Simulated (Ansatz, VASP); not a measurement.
# CuO in VASP and in Ansatz

```
CELL_PARAMETERS angstrom
2.31296 -1.69024 0.00000
2.31296 1.69024 0.00000
-0.84892 0.00000 4.99106
ATOMIC_POSITIONS crystal
Cu 0.00320 0.49680 0.00000
Cu 0.49680 0.00320 0.50000
O 0.57140 0.40560 0.25370
O 0.40560 0.57140 0.75370
```

Alike in both runs: task single point; functional BLYP; k mesh 10 × 10 × 5; occupations fermi-dirac, width 0.05 eV; no spin polarisation.

|  | VASP | Ansatz |
| --- | --- | --- |
| version | VASP 6.6.1 | Ansatz 0.2.0 |
| potentials or method | VASP PAW PBE potentials, release 64 (Cu, O) | Ansatz PAW |
| plane-wave cutoff (eV) | 520 | 420 |
| valence electrons in the cell | 34 | 50 |

```tsv
	VASP	Ansatz	Ansatz less VASP
gap on the k mesh at the Fermi level (eV)	none	none	-
pressure (GPa)	22.4	21.3	-1.08
traceless stress, the component that is largest in VASP (GPa)	-3.29	-3.13	+0.155
rms of the force components (eV/Å)	0.523	0.497	-0.0262
```

VASP's potentials were made for PBE, not for BLYP. Atom by atom the forces differ by 0.037 eV/Å (rms over components). A gap of «none» marks a metal or a gap that the smearing closes. VASP's potentials hold 34 valence electrons a cell and Ansatz's 50, so a difference there can come from the potentials and not from the codes.
